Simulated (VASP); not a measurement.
Here is a VASP 6.6.1 calculation.

Contents of INCAR:

```
PREC = Accurate
ENCUT = 500
EDIFF = 1E-6
ISMEAR = 0
SIGMA = 0.01
LREAL = F
LASPH = T
NELM = 120
ALGO = Normal
ISIF = 2
LWAVE = F
LCHARG = T
LELF = T
LVHAR = T
NBANDS = 17
GGA_COMPAT = F
```

The input KPOINTS:

```
Automatic mesh
0
Gamma
  5 5 5
```

The input POSCAR:

```
PbS
1.0
    2.1126620000      1.2197460000      3.4519160000
   -2.1126620000      1.2197460000      3.4519160000
    0.0000000000     -2.4394920000      3.4519160000
Pb S
1 1
Direct
    0.9805660000      0.9805660000      0.9805660000
    0.4750360000      0.4750360000      0.4750360000
```

Potentials or basis: VASP PAW LDA potentials, release 64 (Pb_d, S).

Command:

```sh
$ cat potpaw_LDA.64/Pb_d/POTCAR potpaw_LDA.64/S/POTCAR > POTCAR
$ mpirun -np 1 vasp_std > vasp.out
```

Problem. Estimate the largest force.

Solution. 0.006 eV/Å.

Problem. Estimate the pressure.

Solution. -3.9 GPa.

Forces in eV/Å, atoms in the order of the input:
```
Pb   0.000  0.000  0.006
S    0.000  0.000 -0.006
```
